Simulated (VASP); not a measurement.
Crystal: Cu.

```
CELL_PARAMETERS angstrom
2.53410 0.00000 0.00000
-1.26705 2.19459 0.00000
0.00000 0.00000 4.11257
ATOMIC_POSITIONS crystal
Cu 0.66667 0.33333 0.75000
Cu 0.33333 0.66667 0.25000
```

Base run:

- Program: VASP 6.6.1
- Functional: PBEsol
- Potentials or basis: VASP PAW PBE potentials, release 64 (Cu)
- Cutoff: 520 eV
- k mesh: 10 × 10 × 6
- Occupations: fermi-dirac, width 0.05 eV
- Spin: no spin polarisation

Its results: band gap on the k mesh zero (band 11 reaches 10.89 eV, above the bottom of band 12 at 5.81 eV); pressure -0.7 GPa.

Problem. The run is repeated on the same cell with these changes: functional from PBEsol to r2SCAN; k mesh from 10 × 10 × 6 to 7 × 7 × 4. What comes out?

Solution. Band gap on the k mesh zero (band 11 reaches 10.36 eV, above the bottom of band 12 at 5.68 eV); pressure 0.5 GPa.

Several settings changed at once, so the effect can't be laid on one alone.

Caveats: some runs use coarse meshes; the PAW data sets were made with another functional, which shifts forces and pressure a little.
